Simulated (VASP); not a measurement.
Set up this calculation in VASP 6.6.1, as the native input.

* Task: single point
* Functional: LDA
* Potentials or basis: VASP PAW LDA potentials, release 64 (Cu)
* Cutoff: 520 eV
* k mesh: 12 × 12 × 7
* Occupations: fermi-dirac, width 0.05 eV
* Spin: no spin polarisation
* Dipole correction: no
* Further INCAR settings: ALGO = Normal; EDIFF = 1e-07; NBANDS = 18

The structure of Cu lies in POSCAR:

```
Cu
1.0
    2.5674438712      0.0000000000      0.0000000000
   -1.2837219356      2.2234716153      0.0000000000
    0.0000000000      0.0000000000      4.1666899825
Cu
2
Direct
    0.6666666667      0.3333333333      0.7500000000
    0.3333333333      0.6666666667      0.2500000000
```

This cell differs from its parent crystal: volume scaled by 1.04.

One way to write it, as run:

INCAR

```
SYSTEM = Cu
PREC = Accurate ; ENCUT = 520
EDIFF = 1E-7 ; ISMEAR = -1
SIGMA = 0.05 ; LREAL = .False.
LASPH = .True. ; NELM = 80
ALGO = Normal ; ISIF = 2
LWAVE = .False. ; LCHARG = .True.
LELF = .True. ; LVHAR = .True.
NBANDS = 18
```

KPOINTS

```
Automatic mesh
0
Gamma
  12 12 7
  0 0 0
```

Potentials or basis: VASP PAW LDA potentials, release 64 (Cu).

Launch:

```sh
$ cat potpaw_LDA.64/Cu/POTCAR > POTCAR
$ mpirun -np 1 vasp_std > vasp.out
```

It gave:

```yaml
Pressure: -12.2 GPa
Band_gap_on_the_k_mesh: zero (band 11 reaches 11.19 eV, above the bottom of band 12 at 5.35 eV)
```

It took 31 s on 1 thread of Intel(R) Xeon(R) Platinum 8175M CPU @ 2.50GHz (Skylake/Cascade Lake), with other jobs on the host, peak memory 0.14 GiB.
